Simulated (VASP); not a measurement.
Wanted: the native input for a VASP 6.6.1 run.

- Task: single point
- Functional: PBE
- Potentials or basis: VASP PAW PBE potentials, release 64 (Ir)
- Cutoff: 520 eV
- k mesh: 22 × 22 × 22
- Occupations: gaussian, width 0.15 eV
- Spin: no spin polarisation
- Dipole correction: no
- Further INCAR settings: ALGO = Fast; EDIFF = 1e-06; NBANDS = 10

The structure of Ir lies in POSCAR:

```
Ir
1.0
    0.0000000000      1.9197000000      1.9916887500
    1.9197000000      0.0000000000      1.9916887500
    1.9197000000      1.9197000000      0.0000000000
Ir
1
Direct
    0.0000000000      0.0000000000      0.0000000000
```

This cell differs from its parent crystal: strain +0.0375 x Voigt [0, 0, 1, 0, 0, 0].

The input as run:

INCAR

```
PREC = Accurate
ENCUT = 520
EDIFF = 1E-6
ISMEAR = 0
SIGMA = 0.15
LREAL = False
LASPH = True
NELM = 80
ALGO = Fast
ISIF = 2
LWAVE = False
LCHARG = False
GGA = PE
NBANDS = 10
```

KPOINTS

```
regular mesh
0
Gamma
  22 22 22
```

Potentials or basis: VASP PAW PBE potentials, release 64 (Ir).

Run with:

```console
$ cat potpaw_PBE.64/Ir/POTCAR > POTCAR
$ mpirun -np 1 vasp_std > vasp.out
```

Results of the run:

| Item | Value |
| --- | --- |
| Pressure | -3.4 GPa |
| Band gap on the k mesh | zero (an odd number of electrons rules out a gap without spin polarisation) |

Caveat: the cell differs from its parent crystal (strain +0.0375 x Voigt [0, 0, 1, 0, 0, 0]); the stress differs along the axes, from -12 to 1 GPa; spin-orbit coupling is left out, which moves the levels of the heavy elements.

Wall time 120 s on 1 thread of Intel Xeon 8259CL, with other jobs on the host, peak memory 0.25 GiB.
